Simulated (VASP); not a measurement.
A run of VASP 6.6.1 is set up as follows.

File INCAR:

```
PREC = Accurate ; ENCUT = 520
EDIFF = 1E-7 ; ISMEAR = 0
SIGMA = 0.01 ; LREAL = F
LASPH = T ; NELM = 80
ALGO = Normal ; ISIF = 2
LWAVE = F ; LCHARG = T
GGA = PE ; LELF = T
LVHAR = T ; NBANDS = 9
```

KPOINTS

```
regular mesh
0
Gamma
  6 6 6
```

Contents of POSCAR:

```
LiH
1.0
    2.8803990000      0.0000000000      0.0000000000
    1.4401995000      2.4944987070      0.0000000000
    1.4401995000      0.8314995690      2.3518359352
Li H
1 1
Direct
    0.0000000000      0.0000000000      0.0000000000
    0.5000000000      0.5000000000      0.5000000000
```

Potentials or basis: VASP PAW PBE potentials, release 64 (Li_sv, H).

Launch:

```bash
$ cat potpaw_PBE.64/Li_sv/POTCAR potpaw_PBE.64/H/POTCAR > POTCAR
$ mpirun -np 1 vasp_std > vasp.out
```

(1) Estimate the band gap on the k mesh.

Answers

(1) 3.01 eV, direct.

Caveat: the k points lie up to 0.45 Å⁻¹ apart.
